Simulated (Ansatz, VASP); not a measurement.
Sc: VASP beside Ansatz

Contents of INCAR:

```
PREC     = Accurate       # precision mode
ENCUT    = 500            # plane-wave cutoff, eV
EDIFF    = 1E-6           # SCF threshold, eV
ISMEAR   = -1             # smearing method
SIGMA    = 0.01           # smearing width, eV
LREAL    = F              # projectors in reciprocal space
LASPH    = T              # aspherical terms in the spheres
NELM     = 200            # most SCF steps
ALGO     = Normal         # electronic algorithm
ISIF     = 2              # what is computed and relaxed
LWAVE    = F              # write WAVECAR
LCHARG   = F              # write CHGCAR
LNONCOLLINEAR= T              # non-collinear magnetism
MAGMOM   = 0.062 -0.457 -0.352 0.327 0.304 0.058 # initial moments
LORBIT   = 11             # projections on sites
LMAXMIX  = 4              # l up to which the mixer works
GGA      = LIBXC          # functional
LIBXC1   = GGA_X_PBE    
LIBXC2   = GGA_C_LYP    
NBANDS   = 34             # bands
GGA_COMPAT= F
```

KPOINTS

```
Automatic mesh
0
Gamma
  7 7 4
```

POSCAR

```
Sc
1.0
    3.2642783016      0.0000000000      0.0000000000
   -1.6321391508      2.8269479342      0.0000000000
    0.0000000000      0.0000000000      5.2020304526
Sc
2
Direct
    0.6666666667      0.3333333333      0.7500000000
    0.3333333333      0.6666666667      0.2500000000
```

Contents of input.yaml:

```yaml
crystal:
  lattice:
    - [3.2642783016, 0.0, 0.0]
    - [-1.6321391508, 2.8269479342, 0.0]
    - [0.0, 0.0, 5.2020304526]
  atoms:
    - { symbol: Sc, position: [0.6666666667, 0.3333333333, 0.75], spin: 0.58, spin_axis: [0.106865, -0.7877, -0.606719] }
    - { symbol: Sc, position: [0.3333333333, 0.6666666667, 0.25], spin: 0.45, spin_axis: [0.726292, 0.675207, 0.128822] }
kpoints:
  mp_grid: { grid: [7, 7, 4] }
scf:
  occupations: { method: fermi_dirac, width: 0.01 }
hamiltonian:
  xc: { exchange: pbe, correlation: lyp }
  pseudopotentials:
    kind: all_electron
    lapw: { basis_error: 0.001 }
    nuclear_model: point
magnetization:
  noncollinear: true
output:
  forces: true
  stress: true
  eigenvalues: true
```

Change from the starting cell: volume scaled by 0.96.

Alike in both runs: task single point; functional pbe exchange, lyp correlation; k mesh 7 × 7 × 4; occupations fermi-dirac, width 0.01 eV; non-collinear spin.

|  | VASP | Ansatz |
| --- | --- | --- |
| version | VASP 6.6.1 | Ansatz 0.2.0 |
| potentials or method | VASP PAW PBE potentials, release 64 (Sc_sv), cutoff 500 eV | all-electron LAPW, point nuclei |

|  | VASP | Ansatz | Ansatz less VASP |
| --- | --- | --- | --- |
| gap on the k mesh at the Fermi level (eV) | none | none | - |
| pressure (GPa) | 2.3 | 2.3 | -0.01 |
| traceless stress, the component that is largest in VASP (GPa) | -1.81 | -1.82 | -0.006 |
| net moment per atom (μB) | 0.00 | 0.00 | 0.000 |

VASP's potentials were made for PBE, not for pbe exchange, lyp correlation. A gap of «none» marks a metal or a gap that the smearing closes. Ansatz ran all-electron here, and VASP with PAW potentials.

Noted on Ansatz's run: the k mesh is thin for a metal, which can move the energy by tens of meV per atom.
